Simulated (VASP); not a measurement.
The system is CdSe.

```
Cd Se
1.0
     0.00000    2.84295    2.84295
     2.84295    0.00000    2.84295
     2.84295    2.84295    0.00000
Cd Se
1 1
Cartesian
  0.0000 0.0000 0.0000
  2.8429 2.8429 2.8429
```

Base run:

| Property | Result |
| --- | --- |
| Program | VASP 6.6.1 |
| Functional | PBEsol |
| Potentials or basis | VASP PAW PBE potentials, release 64 (Cd, Se) |
| Cutoff | 500 eV |
| k mesh | 6 × 6 × 6 |
| Occupations | fermi-dirac, width 0.02 eV |
| Spin | no spin polarisation |

Its results: band gap on the k mesh zero (bands 9 and 10 overlap by 0.51 eV); pressure -1.6 GPa.

Question: The run is repeated on the same cell with these changes: functional from PBEsol to PBE-based screened hybrid with 5 % exact exchange; cutoff from 500 eV to 400 eV; k mesh from 6 × 6 × 6 to 4 × 4 × 4. What comes out?

Answer: Band gap on the k mesh zero (bands 9 and 10 overlap by 0.28 eV); pressure 1.6 GPa.

Several settings changed at once.

Caveats: some runs use coarse meshes; the PAW data sets were made with another functional, which shifts forces and pressure a little; semilocal functionals underestimate gaps, so a narrow gap can read as zero (at least some runs).
